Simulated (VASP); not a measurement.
# AgO2 (fluorite type) (Fm-3m) in VASP: further runs

Aim: see how the results for AgO2 (fluorite type) move with the level of theory and the settings. Levels: r2SCAN, PBE. Tasks: single point.

Everything below comes from runs of VASP 6.6.1. Logs are shortened: lines on timing, memory, paths and dates and some standing lists are left out, and cuts for length are marked.

### 1 The cell of the first run

The structure is cubic, space group Fm-3m (No. 225). Conventional cell: a = 5.179 Å, b = 5.179 Å, c = 5.179 Å, α = 90.00°, β = 90.00°, γ = 90.00°. Ag (site symmetry m-3m) has 8 O at 2.24 Å within 3.0 Å. Within 3.0 Å of O (site symmetry -43m) lie 4 Ag at 2.24 Å and 6 O at 2.59 Å.

### 2 Single point, r2SCAN

POSCAR

```
AgO2
1.0
    0.0000000000      2.5895215675      2.5895215675
    2.5895215675      0.0000000000      2.5895215675
    2.5895215675      2.5895215675      0.0000000000
Ag O
1 2
Direct
    0.0000000000      0.0000000000      0.0000000000
    0.2500000000      0.2500000000      0.2500000000
    0.7500000000      0.7500000000      0.7500000000
```

INCAR.step1

```
ALGO = Normal ; EDIFF = 1E-4
ENCUT = 520 ; GGA = PE
ISMEAR = -1 ; LASPH = T
LCHARG = F ; LREAL = F
LWAVE = T ; NBANDS = 18
NELM = 80 ; PREC = Accurate
SIGMA = 0.1
```

INCAR.step2

```
ALGO = Normal ; EDIFF = 1E-6
ENCUT = 520 ; ISIF = 2
ISMEAR = -1 ; ISTART = 1
LASPH = T ; LCHARG = F
LMIXTAU = T ; LREAL = F
LWAVE = F ; METAGGA = R2SCAN
NBANDS = 18 ; NELM = 80
PREC = Accurate ; SIGMA = 0.1
```

KPOINTS

```
k-points
0
Gamma
  11 11 11
```

Potentials or basis: VASP PAW PBE potentials, release 64 (Ag, O).

On the command line:

```sh
cat potpaw_PBE.64/Ag/POTCAR potpaw_PBE.64/O/POTCAR > POTCAR
cp INCAR.step1 INCAR
mpirun -np 1 vasp_std > vasp.out
cp INCAR.step2 INCAR
mpirun -np 1 vasp_std > vasp.out
```

OUTCAR:

```text
EDIFF = 1E-6
   ENCUT = 520
   ISIF = 2
   ISMEAR = -1
   ISTART = 1
   LASPH = T
   LREAL = F
   METAGGA = R2SCAN
   NELM = 80
   PREC = Accurate

 ion  position               nearest neighbor table
   1  0.000  0.000  0.000-   3 2.24   3 2.24   3 2.24   2 2.24   2 2.24   2 2.24   3 2.24   2 2.24

   2  0.250  0.250  0.250-   1 2.24   1 2.24   1 2.24   1 2.24
   3  0.750  0.750  0.750-   1 2.24   1 2.24   1 2.24   1 2.24

  LATTYP: Found a face centered cubic cell.
 ALAT       =     5.1790431350

  Lattice vectors:

 A1 = (   0.0000000000,   2.5895215675,   2.5895215675)
 A2 = (   2.5895215675,   0.0000000000,   2.5895215675)
 A3 = (   2.5895215675,   2.5895215675,   0.0000000000)

Analysis of symmetry for initial positions (statically):
=====================================================================
 Subroutine PRICEL returns:
 Original cell was already a primitive cell.

 Routine SETGRP: Setting up the symmetry group for a
 face centered cubic supercell.

 Subroutine GETGRP returns: Found 48 space group operations
 (whereof 48 operations were pure point group operations)
 out of a pool of 48 trial point group operations.

The static configuration has the point symmetry O_h .

Analysis of symmetry for dynamics (positions and initial velocities):
=====================================================================
 Subroutine PRICEL returns:
 Original cell was already a primitive cell.

 Routine SETGRP: Setting up the symmetry group for a
 face centered cubic supercell.

 Subroutine GETGRP returns: Found 48 space group operations
 (whereof 48 operations were pure point group operations)
 out of a pool of 48 trial point group operations.

The dynamic configuration has the point symmetry O_h .

 Subroutine INISYM returns: Found 48 space group operations
 (whereof 48 operations are pure point group operations),
 and found     1 'primitive' translations

----------------------------------------------------------------------------------------

                                     Primitive cell

  volume of cell :      34.7287

  direct lattice vectors                    reciprocal lattice vectors
     0.000000000  2.589521567  2.589521567    -0.193085860  0.193085860  0.193085860
     2.589521567  0.000000000  2.589521567     0.193085860 -0.193085860  0.193085860
     2.589521567  2.589521567  0.000000000     0.193085860  0.193085860 -0.193085860

  length of vectors
     3.662136521  3.662136521  3.662136521     0.334434521  0.334434521  0.334434521

  position of ions in fractional coordinates (direct lattice)
     0.000000000  0.000000000  0.000000000
     0.250000000  0.250000000  0.250000000
     0.750000000  0.750000000  0.750000000

  ion indices of the primitive-cell ions
   primitive index   ion index
                 1           1
                 2           2
                 3           3

----------------------------------------------------------------------------------------

 KPOINTS: k-points

Automatic generation of k-mesh.
 Grid dimensions read from file:
 generate k-points for:   11   11   11

 Generating k-lattice:

  Cartesian coordinates                     Fractional coordinates (reciprocal lattice)
    -0.017553260  0.017553260  0.017553260     0.090909091  0.000000000  0.000000000
     0.017553260 -0.017553260  0.017553260     0.000000000  0.090909091  0.000000000
     0.017553260  0.017553260 -0.017553260     0.000000000  0.000000000  0.090909091

  Length of vectors
     0.030403138  0.030403138  0.030403138

  Shift w.r.t. Gamma in fractional coordinates (k-lattice)
     0.000000000  0.000000000  0.000000000

 Subroutine IBZKPT returns following result:
 ===========================================

 Found     56 irreducible k-points:

 Following reciprocal coordinates:
            Coordinates               Weight
  0.000000  0.000000  0.000000      1.000000
  0.090909  0.000000  0.000000      8.000000
  0.181818  0.000000  0.000000      8.000000
  0.272727  0.000000  0.000000      8.000000
  0.363636  0.000000  0.000000      8.000000
  0.454545  0.000000  0.000000      8.000000
[... 16 lines left out ...]
 -0.272727  0.181818  0.000000     24.000000
 -0.181818  0.181818  0.000000     12.000000
 [... further k-points ...]
   k-points           NKPTS =     56   k-points in BZ     NKDIM =     56   number of bands    NBANDS=     18
   number of dos      NEDOS =    301   number of ions     NIONS =      3
   total plane-waves  NPLWV =  21952
   dimension x,y,z NGX =    28 NGY =   28 NGZ =   28
   dimension x,y,z NGXF=    56 NGYF=   56 NGZF=   56
   ions per type =               1   2
   NGX,Y,Z   is equivalent  to a cutoff of  12.71, 12.71, 12.71 a.u.
   NGXF,Y,Z  is equivalent  to a cutoff of  25.42, 25.42, 25.42 a.u.
 SYSTEM =  unknown system
   PREC   = accura    normal or accurate (medium, high low for compatibility)
   ISTART =      1    job   : 0-new  1-cont  2-samecut
   ICHARG =      0    charge: 1-file 2-atom 10-const
   ISPIN  =      1    spin polarized calculation?
   LNONCOLLINEAR =      F non collinear calculations
   LSORBIT =      F    spin-orbit coupling
   LASPH  =      T    aspherical Exc in radial PAW
   ENCUT  =  520.0 eV  38.22 Ry    6.18 a.u.   6.81  6.81  6.81*2*pi/ulx,y,z
   NELM   =     80;   NELMIN=  2; NELMDL=  0     # of ELM steps
   EDIFF  = 0.1E-05   stopping-criterion for ELM
   LREAL  =      F    real-space projection
   EDIFFG = 0.1E-04   stopping-criterion for IOM
   NSW    =      0    number of steps for IOM
   IBRION =     -1    ionic relax: 0-MD 1-quasi-New 2-CG
   NFREE  =      0    steps in history (QN), initial steepest desc. (CG)
   ISIF   =      2    stress and relaxation
   ISYM   =      2    0-nonsym 1-usesym 2-fastsym
   POTIM  = 0.5000    time-step for ionic-motion
   TEBEG  =    0.0;   TEEND  =   0.0 temperature during run
   PSTRESS=    0.0 pullay stress
   NELECT =      23.0000    total number of electrons
   NUPDOWN=      -1.0000    fix difference up-down
   EMIN   =  10.00;   EMAX   =-10.00  energy-range for DOS
   EFERMI =   0.00;   METHOD = LEGACY
   ISMEAR =    -1;   SIGMA  =   0.10  broadening in eV -4-tet -1-fermi 0-gaus
   EFERMI_NEDOS =   21; number of points for ismear=-14 and -15
   IALGO  =     38    algorithm
   IMIX   =      4    mixing-type and parameters
     AMIX     =   0.40;   BMIX     =  1.00
     AMIX_MAG =   1.60;   BMIX_MAG =  1.00
  volume/ion in A,a.u.               =      11.58        78.12
  Fermi-wavevector in a.u.,A,eV,Ry     =   1.426991  2.696622 27.705590  2.036303
  Thomas-Fermi vector in A             =   2.547209
   LORBIT       =      0    0 simple, 1 ext, 2 COOP (PROOUT), +10 PAW based schemes
   METAGGA = R2SCAN    functional components
   LHFCALC =     F    Hartree Fock is set to
   AEXX    =    0.0000 exact exchange contribution
   IVDW    =     0    specifies the selected vdW correction
   LEPSILON=     F    determine dielectric tensor
   LRPA    =     F    only Hartree local field effects (RPA)
 non-spin polarized calculation
  energy-cutoff  :      520.00
  volume of cell :       34.73
 maximum number of plane-waves:       950
   NGX = 13   NGY = 13   NGZ = 13

 number of electron      23.0000002 magnetization

 Free energy of the ion-electron system (eV)
  ---------------------------------------------------
  ext. energy  EPLUGINS =         0.00000000
  ---------------------------------------------------
  free energy    TOTEN  =       -31.73162836 eV

  energy without entropy =      -31.58240985  energy(sigma->0) =      -31.65701910

 E-fermi :   4.0439     XC(G=0): -12.1581

 val. band max:        4.0420119648   @ k =   0.2727   0.2727   0.0000
 cond. band min:       4.0452181098   @ k =  -0.2727   0.1818   0.0000
 fundamental gap:      0.0032061449
 Fermi energy:         4.0439255094

 k-point     1 :       0.0000    0.0000    0.0000
  band No.  band energies     occupation
      1     -15.7258      2.00000
      2     -13.1743      2.00000
      3      -2.6231      2.00000
      4      -2.6231      2.00000
      5      -2.6231      2.00000
      6      -0.0981      2.00000
[... 10 lines left out ...]
     17      16.6563      0.00000
     18      22.0633      0.00000

 k-point     2 :       0.0909    0.0000    0.0000
  band No.  band energies     occupation
      1     -15.6680      2.00000
      2     -13.2407      2.00000
      3      -2.5707      2.00000
      4      -2.5707      2.00000
      5      -2.4563      2.00000
      6      -0.1334      2.00000
[... 10 lines left out ...]
     17      16.8570      0.00000
     18      22.7950      0.00000

 k-point     3 :       0.1818    0.0000    0.0000
  band No.  band energies     occupation
      1     -15.5028      2.00000
      2     -13.4224      2.00000
      3      -2.4288      2.00000
      4      -2.4288      2.00000
      5      -1.9885      2.00000
      6      -0.2061      2.00000
[... 10 lines left out ...]
     17      17.4300      0.00000
     18      23.8162      0.00000

 k-point     4 :       0.2727    0.0000    0.0000
  band No.  band energies     occupation
      1     -15.2547      2.00000
      2     -13.6785      2.00000
      3      -2.2447      2.00000
      4      -2.2447      2.00000
      5      -1.3041      2.00000
      6      -0.2373      2.00000
[... 10 lines left out ...]
     17      18.2861      0.00000
     18      23.5578      0.00000

 k-point     5 :       0.3636    0.0000    0.0000
  band No.  band energies     occupation
      1     -14.9579      2.00000
      2     -13.9680      2.00000
      3      -2.0884      2.00000
      4      -2.0884      2.00000
      5      -0.5288      2.00000
      6      -0.1563      2.00000
[... 10 lines left out ...]
     17      19.2577      0.00000
     18      23.2852      0.00000

 k-point     6 :       0.4545    0.0000    0.0000
  band No.  band energies     occupation
      1     -14.6627      2.00000
      2     -14.2532      2.00000
      3      -2.0086      2.00000
      4      -2.0086      2.00000
      5      -0.0674      2.00000
      6      -0.0064      2.00000
[... 10 lines left out ...]
     17      20.0114      0.00000
     18      23.0218      0.00000

 k-point     7 :       0.0909    0.0909    0.0000
  band No.  band energies     occupation
      1     -15.6491      2.00000
      2     -13.2615      2.00000
      3      -2.5582      2.00000
      4      -2.5582      2.00000
      5      -2.3888      2.00000
      6      -0.2254      2.00000
[... 10 lines left out ...]
     17      16.9767      0.00000
     18      22.9007      0.00000

 k-point     8 :       0.1818    0.0909    0.0000
  band No.  band energies     occupation
      1     -15.5210      2.00000
      2     -13.4004      2.00000
      3      -2.4479      2.00000
      4      -2.4405      2.00000
      5      -2.0186      2.00000
      6      -0.3826      2.00000
[... 10 lines left out ...]
     17      17.4565      0.00000
     18      23.1215      0.00000
[... 229 lines left out ...]
     17      19.2162      0.00000
     18      21.0605      0.00000

 k-point    20 :       0.4545    0.1818    0.0000
  band No.  band energies     occupation
      1     -14.7605      2.00000
      2     -14.1085      2.00000
      3      -2.0050      2.00000
      4      -1.8373      2.00000
      5      -0.9822      2.00000
      6      -0.0691      2.00000
[... 10 lines left out ...]
     17      19.9605      0.00000
     18      20.6505      0.00000

 k-point    21 :      -0.4545    0.1818    0.0000
  band No.  band energies     occupation
      1     -14.5245      2.00000
      2     -14.3339      2.00000
      3      -2.0409      2.00000
      4      -1.7322      2.00000
      5      -0.7280      2.00000
      6      -0.1867      2.00000
[... 10 lines left out ...]
     17      20.4310      0.00000
     18      20.6998      0.00000

 k-point    22 :      -0.3636    0.1818    0.0000
  band No.  band energies     occupation
      1     -14.6619      2.00000
      2     -14.2075      2.00000
      3      -2.0973      2.00000
      4      -1.7154      2.00000
      5      -0.4893      2.00000
      6      -0.4186      2.00000
[... 10 lines left out ...]
     17      20.2541      0.00000
     18      21.2082      0.00000

 k-point    23 :      -0.2727    0.1818    0.0000
  band No.  band energies     occupation
      1     -14.9288      2.00000
      2     -13.9667      2.00000
      3      -2.1779      2.00000
      4      -1.8433      2.00000
      5      -0.6261      2.00000
      6      -0.4392      2.00000
[... 10 lines left out ...]
     17      19.4270      0.00000
     18      22.0051      0.00000

 k-point    24 :      -0.1818    0.1818    0.0000
  band No.  band energies     occupation
      1     -15.1816      2.00000
      2     -13.7373      2.00000
      3      -2.2756      2.00000
      4      -2.0785      2.00000
      5      -1.0683      2.00000
      6      -0.5533      2.00000
[... 10 lines left out ...]
     17      18.4928      0.00000
     18      22.8399      0.00000

 [... further k-points ...]

------------------------ aborting loop because EDIFF is reached ----------------------------------------

  FORCE on cell =-STRESS in cart. coord.  units (eV):
  Direction    XX          YY          ZZ          XY          YZ          ZX
  --------------------------------------------------------------------------------------
  -------------------------------------------------------------------------------------
  Total       -1.3966248     -1.3966248     -1.3966248     -0.0000000     -0.0000000      0.0000000
  in kB      -64.4320185    -64.4320185    -64.4320185     -0.0000000     -0.0000000      0.0000000
  external PRESSURE =     -64.4320185 kB  Pullay stress =       0.0000000 kB

 VOLUME and BASIS-vectors are now :
 -----------------------------------------------------------------------------
  energy-cutoff  :      520.00
  volume of cell :       34.73
      direct lattice vectors                 reciprocal lattice vectors
     0.000000000  2.589521567  2.589521567    -0.193085860  0.193085860  0.193085860
     2.589521567  0.000000000  2.589521567     0.193085860 -0.193085860  0.193085860
     2.589521567  2.589521567  0.000000000     0.193085860  0.193085860 -0.193085860

 POSITION                                       TOTAL-FORCE (eV/Angst)
 -----------------------------------------------------------------------------------
      0.00000      0.00000      0.00000         0.000000     -0.000000      0.000000
      1.29476      1.29476      1.29476        -0.000000      0.000000     -0.000000
      3.88428      3.88428      3.88428        -0.000000      0.000000      0.000000
 -----------------------------------------------------------------------------------
    total drift:                                0.000000      0.000000      0.000000

  FREE ENERGIE OF THE ION-ELECTRON SYSTEM (eV)
  ---------------------------------------------------
  free  energy   TOTEN  =       -31.7316283554 eV

  energy  without entropy=      -31.5824098452  energy(sigma->0) =      -31.65701910
```

Wall time 2 min (1 thread of Intel Xeon Platinum 8488C (Sapphire Rapids), shared host); peak memory 0.18 GiB.

Results:

```yaml
Free_energy: -31.7316 eV
Pressure: -6.4 GPa
Band_gap_on_the_k_mesh: zero (an odd number of electrons rules out a gap without spin polarisation)
```

Caveat: the cell stands under tension; the PAW data sets were made with another functional, which shifts forces and pressure a little; an odd number of electrons without spin polarisation forces a metal; a magnetic or distorted state may lie lower.

### 3 Single point, r2SCAN

POSCAR is that of step 2.

INCAR.step1

```
SYSTEM = AgO2
PREC = Accurate
ENCUT = 520
ISMEAR = -1
SIGMA = 0.1
LREAL = .False.
LASPH = .True.
NELM = 100
NBANDS = 18
GGA = PE
ALGO = Normal
EDIFF = 1E-4
LWAVE = .True.
LCHARG = .False.
```

INCAR.step2

```
SYSTEM = AgO2
PREC = Accurate
ENCUT = 520
EDIFF = 1E-6
ISMEAR = -1
SIGMA = 0.1
LREAL = .False.
LASPH = .True.
NELM = 100
ALGO = Normal
ISIF = 2
LWAVE = .False.
LCHARG = .False.
METAGGA = R2SCAN
LMIXTAU = .True.
NBANDS = 18
ISTART = 1
```

KPOINTS

```
Automatic mesh
0
Gamma
  11 11 11
  0 0 0
```

Potentials or basis: VASP PAW PBE potentials, release 64 (Ag, O).

On the command line:

```sh
cat potpaw_PBE.64/Ag/POTCAR potpaw_PBE.64/O/POTCAR > POTCAR
cp INCAR.step1 INCAR
mpirun -np 1 vasp_std > vasp.out
cp INCAR.step2 INCAR
mpirun -np 1 vasp_std > vasp.out
```

Run time: 2.2 min. Hardware: 1 thread of Intel Xeon Platinum 8488C (Sapphire Rapids), shared host; peak memory 0.18 GiB.

The run converged. Its results:

| Quantity | Value |
| --- | --- |
| Free energy | -31.7316 eV |
| Pressure | -6.4 GPa |
| Band gap on the k mesh | zero (an odd number of electrons rules out a gap without spin polarisation) |

Levels at points of the mesh, in eV from the Fermi level:
```tsv
k point	band 9	band 10	band 11	band 12	band 13	band 14
(0.00, 0.00, 0.00)	-1.27	-1.27	0.30	0.30	0.30	5.05
```

Caveat: the cell stands under tension; the PAW data sets were made with another functional, which shifts forces and pressure a little; an odd number of electrons without spin polarisation forces a metal; a magnetic or distorted state may lie lower.

### 4 Single point, r2SCAN

This run uses another cell than the first one, of 11.92 Å³/atom.

POSCAR

```
AgO2
1.0
    0.0000000000      2.6149106529      2.6149106529
    2.6149106529      0.0000000000      2.6149106529
    2.6149106529      2.6149106529      0.0000000000
Ag O
1 2
Direct
    0.0000000000      0.0000000000      0.0000000000
    0.2500000000      0.2500000000      0.2500000000
    0.7500000000      0.7500000000      0.7500000000
```

INCAR.step1

```
SYSTEM = AgO2
PREC = Accurate ; ENCUT = 520
ISMEAR = -1 ; SIGMA = 0.1
LREAL = .FALSE. ; LASPH = .TRUE.
NELM = 100 ; NBANDS = 18
GGA = PE ; ALGO = Normal
EDIFF = 1E-4 ; LWAVE = .TRUE.
LCHARG = .FALSE.
```

INCAR.step2

```
SYSTEM = AgO2
PREC = Accurate ; ENCUT = 520
EDIFF = 1E-7 ; ISMEAR = -1
SIGMA = 0.1 ; LREAL = .FALSE.
LASPH = .TRUE. ; NELM = 100
ALGO = Normal ; ISIF = 2
LWAVE = .FALSE. ; LCHARG = .TRUE.
METAGGA = R2SCAN ; LMIXTAU = .TRUE.
LELF = .TRUE. ; LVHAR = .TRUE.
NBANDS = 18 ; ISTART = 1
```

KPOINTS

```
regular mesh
0
G
  11 11 11
  0 0 0
```

On the command line:

```sh
cat potpaw_PBE.64/Ag/POTCAR potpaw_PBE.64/O/POTCAR > POTCAR
cp INCAR.step1 INCAR
mpirun -np 1 vasp_std > vasp.out
cp INCAR.step2 INCAR
mpirun -np 1 vasp_std > vasp.out
```

Wall time 2.2 min (1 thread of Intel Xeon Platinum 8488C (Sapphire Rapids), shared host); peak memory 0.18 GiB.

Results (log left out):

```
Free energy            : -31.6796 eV
Pressure               : -10.0 GPa
Band gap on the k mesh : zero (an odd number of electrons rules out a gap without spin polarisation)
```

Levels at points of the mesh, in eV from the Fermi level:
| k point | band 8 | band 9 | band 10 | band 11 | band 12 | band 13 | band 14 | band 15 |
| --- | --- | --- | --- | --- | --- | --- | --- | --- |
| (0.00, 0.00, 0.00) | -1.19 | -1.19 | -1.19 | 0.27 | 0.27 | 0.27 | 4.90 | 12.55 |

Caveat: the cell stands under tension; the PAW data sets were made with another functional, which shifts forces and pressure a little; an odd number of electrons without spin polarisation forces a metal; a magnetic or distorted state may lie lower.

[end of part 1 of 2]
